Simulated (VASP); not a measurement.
A run of VASP 6.6.1 is set up as follows.

File INCAR:

```
SYSTEM = Y
PREC = Accurate
ENCUT = 520
EDIFF = 1E-7
ISMEAR = -1
SIGMA = 0.05
LREAL = .FALSE.
LASPH = .TRUE.
NELM = 80
ALGO = Normal
ISIF = 2
LWAVE = .FALSE.
LCHARG = .FALSE.
GGA = PS
NBANDS = 30
```

File KPOINTS:

```
Automatic mesh
0
G
  8 8 3
  0 0 0
```

The input POSCAR:

```
Y
1.0
    3.6666676521      0.0000000000      0.0000000000
   -1.8333338261      3.1754273339      0.0000000000
    0.0000000000      0.0000000000     11.9225705853
Y
4
Direct
    0.6666666667      0.3333333333      0.7500000000
    0.0000000000      0.0000000000      0.5000000000
    0.3333333333      0.6666666667      0.2500000000
    0.0000000000      0.0000000000      0.0000000000
```

Potentials or basis: VASP PAW PBE potentials, release 64 (Y_sv).

Run with:

```bash
$ cat potpaw_PBE.64/Y_sv/POTCAR > POTCAR
$ mpirun -np 1 vasp_std > vasp.out
```

**Question.** What does it give for the band gap on the k mesh?

**Answer.** Zero (bands 22 and 23 overlap by 1.01 eV).

**Question.** Predict the pressure.

**Answer.** -4.2 GPa.

Stress tensor (GPa, compression positive):
```
-3.97  0.00  0.00
 0.00 -3.97  0.00
 0.00  0.00 -4.54
```

Caveat: the cell stands under tension; the PAW data sets were made with another functional, which shifts forces and pressure a little.
